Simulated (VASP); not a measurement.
Wanted: the native input for a VASP 6.6.1 run.

```
Task                   : single point
Functional             : PBE
Dispersion             : D3(BJ)
Potentials or basis    : VASP PAW PBE potentials, release 64 (Hg)
Cutoff                 : 520 eV
k mesh                 : 15 × 15 × 8
Occupations            : gaussian, width 0.15 eV
Spin                   : no spin polarisation
Dipole correction      : no
Further INCAR settings : ALGO = Fast; EDIFF = 1e-06; NBANDS = 19
```

The structure of Hg lies in POSCAR:

```
Hg
1.0
    3.2405000000      0.0000000000      0.0000000000
   -1.6202500000      2.8063553210      0.0000000000
    0.0000000000      0.0000000000      5.7619000000
Hg
2
Direct
    0.6666666667      0.3333333333      0.7500000000
    0.3333333333      0.6666666667      0.2500000000
```

The input as run:

INCAR

```
ALGO     = Fast           # electronic algorithm
EDIFF    = 1E-6           # SCF threshold, eV
ENCUT    = 520            # plane-wave cutoff, eV
GGA      = PE             # functional
ISIF     = 2              # what is computed and relaxed
ISMEAR   = 0              # smearing method
IVDW     = 12             # dispersion correction
LASPH    = T              # aspherical terms in the spheres
LCHARG   = T              # write CHGCAR
LELF     = T              # ELF
LREAL    = F              # projectors in reciprocal space
LVHAR    = T            
LWAVE    = F              # write WAVECAR
NBANDS   = 19             # bands
NELM     = 80             # most SCF steps
PREC     = Accurate       # precision mode
SIGMA    = 0.15           # smearing width, eV
```

KPOINTS

```
k-points
0
Gamma
  15 15 8
```

Potentials or basis: VASP PAW PBE potentials, release 64 (Hg).

The run is started by

```console
$ cat potpaw_PBE.64/Hg/POTCAR > POTCAR
$ mpirun -np 1 vasp_std > vasp.out
```

It gave:

```json
{
 "Pressure": "-0.2 GPa",
 "Band gap on the k mesh": "zero (band 12 reaches 1.86 eV, above the bottom of band 13 at 0.49 eV)",
 "Dispersion energy per atom": "-0.400 eV"
}
```

Caveat: spin-orbit coupling is left out, which moves the levels of the heavy elements; pairwise dispersion overbinds metals, which lowers pressure and volume.

Run time: 3.2 min on 1 thread of AMD EPYC 7R13, on a shared host, peak memory 0.22 GiB.
